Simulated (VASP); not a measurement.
Set up this calculation in VASP 6.6.1, as the native input.

```yaml
Task: single point
Functional: PBEsol
Potentials_or_basis: VASP PAW PBE potentials, release 64 (Ag, Cl)
Cutoff: 520 eV
k_mesh: 12 × 12 × 12
Occupations: gaussian, width 0.05 eV
Spin: no spin polarisation
Dipole_correction: no
Further_INCAR_settings: ALGO = Normal; EDIFF = 1e-06; NBANDS = 16
```

The structure of AgCl lies in POSCAR:

```
AgCl
1.0
    3.2422021552      0.0877975936      0.0877975936
    0.0877975936      3.2422021552      0.0877975936
    0.0877975936      0.0877975936      3.2422021552
Ag Cl
1 1
Direct
    0.0000000000      0.0000000000      0.0000000000
    0.5000000000      0.5000000000      0.5000000000
```

These files were run (other wordings do the same):

INCAR

```
SYSTEM = AgCl
PREC = Accurate
ENCUT = 520
EDIFF = 1E-6
ISMEAR = 0
SIGMA = 0.05
LREAL = .False.
LASPH = .True.
NELM = 100
ALGO = Normal
ISIF = 2
LWAVE = .False.
LCHARG = .False.
GGA = PS
NBANDS = 16
```

KPOINTS

```
regular mesh
0
Gamma
  12 12 12
  0 0 0
```

Potentials or basis: VASP PAW PBE potentials, release 64 (Ag, Cl).

Run with:

```bash
$ cat potpaw_PBE.64/Ag/POTCAR potpaw_PBE.64/Cl/POTCAR > POTCAR
$ mpirun -np 1 vasp_std > vasp.out
```

It gave:

```
Pressure               : 6.9 GPa
Band gap on the k mesh : 0.38 eV, indirect (least direct gap 2.47 eV)
```

Caveat: the PAW data sets were made with another functional, which shifts forces and pressure a little.

Run time: 32 s on 1 thread of Intel(R) Xeon(R) Platinum 8488C (Sapphire Rapids), on a shared host, peak memory 0.21 GiB.
